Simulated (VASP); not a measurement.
# AlN (F-43m) in VASP: further runs

AlN is run at these levels: PBEsol-based screened hybrid, PBE0, RPBE+D4, revPBE+D3(BJ), revPBE+D4; tasks: single point, relaxation of cell and atoms.

All numbers are computed with VASP 6.6.1; they aren't measurements. Logs are shortened: lines on timing, memory, paths and dates and some standing lists are left out, and cuts for length are marked.

## 1. The cell of the first run

It takes space group F-43m (No. 216, cubic). Conventional cell: a = 4.368 Å, b = 4.368 Å, c = 4.368 Å, α = 90.00°, β = 90.00°, γ = 90.00°. Al (site symmetry -43m) has 4 N at 1.89 Å within 2.5 Å. N (site symmetry -43m) has 4 Al at 1.89 Å within 2.5 Å.

## 2. Single point, PBEsol-based screened hybrid

Input file POSCAR:

```
AlN
1.0
    0.0000000000      2.1839935596      2.1839935596
    2.1839935596      0.0000000000      2.1839935596
    2.1839935596      2.1839935596      0.0000000000
Al N
1 1
Direct
    0.0000000000      0.0000000000      0.0000000000
    0.2500000000      0.2500000000      0.2500000000
```

Input file INCAR.step1:

```
PREC = Accurate
ENCUT = 520
EDIFF = 1E-5
ISMEAR = -1
SIGMA = 0.05
LREAL = False
LASPH = True
NELM = 60
ALGO = Normal
ISIF = 2
LWAVE = True
GGA = PE
NBANDS = 11
```

Input file INCAR.step2:

```
PREC = Accurate
ENCUT = 520
EDIFF = 1E-6
ISMEAR = -1
SIGMA = 0.05
LREAL = False
LASPH = True
NELM = 60
ALGO = Normal
ISIF = 2
LWAVE = False
LCHARG = True
GGA = PS
LHFCALC = True
AEXX = 0.25
HFSCREEN = 0.207
PRECFOCK = Normal
LELF = True
LVHAR = True
ISTART = 1
NBANDS = 11
```

Input file KPOINTS:

```
regular mesh
0
Gamma
  5 5 5
```

Potentials or basis: VASP PAW PBE potentials, release 64 (Al, N).

The run is started by

```bash
cat potpaw_PBE.64/Al/POTCAR potpaw_PBE.64/N/POTCAR > POTCAR
cp INCAR.step1 INCAR
mpirun -np 1 vasp_std > vasp.out
cp INCAR.step2 INCAR
mpirun -np 1 vasp_std > vasp.out
```

OUTCAR:

```text
PREC = Accurate
   ENCUT = 520
   EDIFF = 1E-6
   ISMEAR = -1
   LREAL = False
   LASPH = True
   NELM = 60
   ISIF = 2
   GGA = PS
   LHFCALC = True
   AEXX = 0.25
   HFSCREEN = 0.207
   PRECFOCK = Normal
   ISTART = 1

 ion  position               nearest neighbor table
   1  0.000  0.000  0.000-   2 1.89   2 1.89   2 1.89   2 1.89
   2  0.250  0.250  0.250-   1 1.89   1 1.89   1 1.89   1 1.89

  LATTYP: Found a face centered cubic cell.
 ALAT       =     4.3679871192

  Lattice vectors:

 A1 = (   0.0000000000,   2.1839935596,   2.1839935596)
 A2 = (   2.1839935596,   0.0000000000,   2.1839935596)
 A3 = (   2.1839935596,   2.1839935596,   0.0000000000)

Analysis of symmetry for initial positions (statically):
=====================================================================
 Subroutine PRICEL returns:
 Original cell was already a primitive cell.

 Routine SETGRP: Setting up the symmetry group for a
 face centered cubic supercell.

 Subroutine GETGRP returns: Found 24 space group operations
 (whereof 24 operations were pure point group operations)
 out of a pool of 48 trial point group operations.

The static configuration has the point symmetry T_d .

Analysis of symmetry for dynamics (positions and initial velocities):
=====================================================================
 Subroutine PRICEL returns:
 Original cell was already a primitive cell.

 Routine SETGRP: Setting up the symmetry group for a
 face centered cubic supercell.

 Subroutine GETGRP returns: Found 24 space group operations
 (whereof 24 operations were pure point group operations)
 out of a pool of 48 trial point group operations.

The dynamic configuration has the point symmetry T_d .

 Subroutine INISYM returns: Found 24 space group operations
 (whereof 24 operations are pure point group operations),
 and found     1 'primitive' translations

----------------------------------------------------------------------------------------

                                     Primitive cell

  volume of cell :      20.8345

  direct lattice vectors                    reciprocal lattice vectors
     0.000000000  2.183993560  2.183993560    -0.228938404  0.228938404  0.228938404
     2.183993560  0.000000000  2.183993560     0.228938404 -0.228938404  0.228938404
     2.183993560  2.183993560  0.000000000     0.228938404  0.228938404 -0.228938404

[... 81 lines left out ...]
   EMIN   =  10.00;   EMAX   =-10.00  energy-range for DOS
   EFERMI =   0.00;   METHOD = LEGACY
   ISMEAR =    -1;   SIGMA  =   0.05  broadening in eV -4-tet -1-fermi 0-gaus
   EFERMI_NEDOS =   21; number of points for ismear=-14 and -15
   IALGO  =     38    algorithm
   IMIX   =      1    mixing-type and parameters
     AMIX     =   0.40;   BMIX     =  1.00
     AMIX_MAG =   1.60;   BMIX_MAG =  1.00
  volume/ion in A,a.u.               =      10.42        70.30
  Fermi-wavevector in a.u.,A,eV,Ry     =   1.189899  2.248583 19.263943  1.415860
  Thomas-Fermi vector in A             =   2.325996
   LORBIT       =      0    0 simple, 1 ext, 2 COOP (PROOUT), +10 PAW based schemes
   GGA     = PS    functional components
   LHFCALC =     T    Hartree Fock is set to
   PRECFOCK=normal    Normal, Fast or Accurate (Low or Medium for compatibility)
   ENCUT4O =  -1.0   cutoff for four orbital integrals eV
   NKREDX  =     1    reduce k-point grid by
   NKREDY  =     1    reduce k-point grid by
   NKREDZ  =     1    reduce k-point grid by
   AEXX    =    0.2500 exact exchange contribution
   HFSCREEN=    0.2070 screening length (either q_TF or 0.3 A-1)
   HFSCREENC=   0.2070 screening length for correlation (either q_TF or 0.3 A-1)
   ENCUTFOCK=  -1.0 apply spherical cutoff to Coloumb kernel
   IVDW    =     0    specifies the selected vdW correction
   LEPSILON=     F    determine dielectric tensor
   LRPA    =     F    only Hartree local field effects (RPA)
 non-spin polarized calculation
  energy-cutoff  :      520.00
  volume of cell :       20.83
 maximum number of plane-waves:       568
  NGX = 18; NGY = 18; NGZ = 18

 number of electron       8.0000000 magnetization

 Free energy of the ion-electron system (eV)
  ---------------------------------------------------
  ext. energy  EPLUGINS =         0.00000000
  ---------------------------------------------------
  free energy    TOTEN  =       -17.94036621 eV

  energy without entropy =      -17.94036621  energy(sigma->0) =      -17.94036621

 E-fermi :   6.0456     XC(G=0):  -9.1358

 val. band max:        4.9867729545   @ k =   0.0000   0.0000   0.0000
 cond. band min:      10.0745884732   @ k =   0.4000   0.4000   0.0000
 fundamental gap:      5.0878155187
 Fermi energy:         6.0455959119

 k-point     1 :       0.0000    0.0000    0.0000
  band No.  band energies     occupation
      1     -11.4607      2.00000
      2       4.9868      2.00000
      3       4.9868      2.00000
      4       4.9868      2.00000
      5      10.5078      0.00000
      6      19.1619      0.00000
      7      19.1619      0.00000
      8      19.1619      0.00000
      9      24.5122      0.00000
     10      24.5122      0.00000
     11      25.8764      0.00000
[... 113 lines left out ...]
 k-point    10 :      -0.4000    0.4000    0.2000
  band No.  band energies     occupation
      1      -8.7402      2.00000
      2       0.2489      2.00000
      3       1.7818      2.00000
      4       2.9476      2.00000
      5      12.4532      0.00000
      6      17.2768      0.00000
      7      17.9911      0.00000
      8      20.2886      0.00000
      9      23.5236      0.00000
     10      26.1059      0.00000
     11      31.7988      0.00000

------------------------ aborting loop because EDIFF is reached ----------------------------------------

  FORCE on cell =-STRESS in cart. coord.  units (eV):
  Direction    XX          YY          ZZ          XY          YZ          ZX
  --------------------------------------------------------------------------------------
  -------------------------------------------------------------------------------------
  Total       -0.3524111     -0.3524111     -0.3524111      0.0000000     -0.0000000      0.0000000
  in kB      -27.1004287    -27.1004287    -27.1004287      0.0000000     -0.0000000      0.0000000
  external PRESSURE =     -27.1004287 kB  Pullay stress =       0.0000000 kB

 VOLUME and BASIS-vectors are now :
 -----------------------------------------------------------------------------
  energy-cutoff  :      520.00
  volume of cell :       20.83
      direct lattice vectors                 reciprocal lattice vectors
     0.000000000  2.183993560  2.183993560    -0.228938404  0.228938404  0.228938404
     2.183993560  0.000000000  2.183993560     0.228938404 -0.228938404  0.228938404
     2.183993560  2.183993560  0.000000000     0.228938404  0.228938404 -0.228938404

 POSITION                                       TOTAL-FORCE (eV/Angst)
 -----------------------------------------------------------------------------------
      0.00000      0.00000      0.00000        -0.000000      0.000000      0.000000
      1.09200      1.09200      1.09200         0.000000     -0.000000     -0.000000
 -----------------------------------------------------------------------------------
    total drift:                                0.000000      0.000000      0.000000

  FREE ENERGIE OF THE ION-ELECTRON SYSTEM (eV)
  ---------------------------------------------------
  free  energy   TOTEN  =       -17.9403662119 eV

  energy  without entropy=      -17.9403662118  energy(sigma->0) =      -17.94036621
```

OSZICAR.step1:

```text
N       E                     dE             d eps       ncg     rms          rms(c)
DAV:   1     0.659779555776E+01    0.65978E+01   -0.36315E+03   236   0.582E+02
DAV:   2    -0.164842672135E+02   -0.23082E+02   -0.22304E+02   261   0.130E+02
DAV:   3    -0.172161912741E+02   -0.73192E+00   -0.73095E+00   268   0.210E+01
DAV:   4    -0.172196234768E+02   -0.34322E-02   -0.34319E-02   247   0.161E+00
DAV:   5    -0.172196634358E+02   -0.39959E-04   -0.39959E-04   267   0.170E-01    0.863E+00
DAV:   6    -0.148434187603E+02    0.23762E+01   -0.11861E+01   258   0.173E+01    0.284E+00
DAV:   7    -0.148390964256E+02    0.43223E-02   -0.16840E-01   244   0.322E+00    0.206E+00
DAV:   8    -0.148338893650E+02    0.52071E-02   -0.26430E-02   238   0.156E+00    0.568E-01
DAV:   9    -0.148326484434E+02    0.12409E-02   -0.34118E-03   268   0.350E-01    0.233E-01
DAV:  10    -0.148327003869E+02   -0.51944E-04   -0.39078E-04   232   0.128E-01    0.178E-02
DAV:  11    -0.148327110699E+02   -0.10683E-04   -0.11470E-05   253   0.250E-02    0.158E-02
DAV:  12    -0.148327109674E+02    0.10243E-06   -0.43961E-07   122   0.513E-03
   1 F= -.14832711E+02 E0= -.14832711E+02  d E =-.645780E-10
```

Wall time 1.9 min (1 thread of Intel Xeon Platinum 8559C (Emerald Rapids), shared host); peak memory 0.23 GiB.

What came out:

| Quantity | Value |
| --- | --- |
| Free energy | -17.9404 eV |
| Pressure | -2.7 GPa |
| Band gap on the k mesh | 5.09 eV, indirect (least direct gap 5.52 eV) |

Levels at points of the mesh, in eV from the valence-band top:
```tsv
k point	band 1	band 2	band 3	band 4	band 5	band 6	band 7	band 8
(0.00, 0.00, 0.00)	-16.45	0.00	0.00	0.00	5.52	14.18	14.18	14.18
```

Caveat: the k points lie up to 0.50 Å⁻¹ apart; the PAW data sets were made with another functional, which shifts forces and pressure a little. A k mesh can miss the band edges.

[end of part 1 of 3]
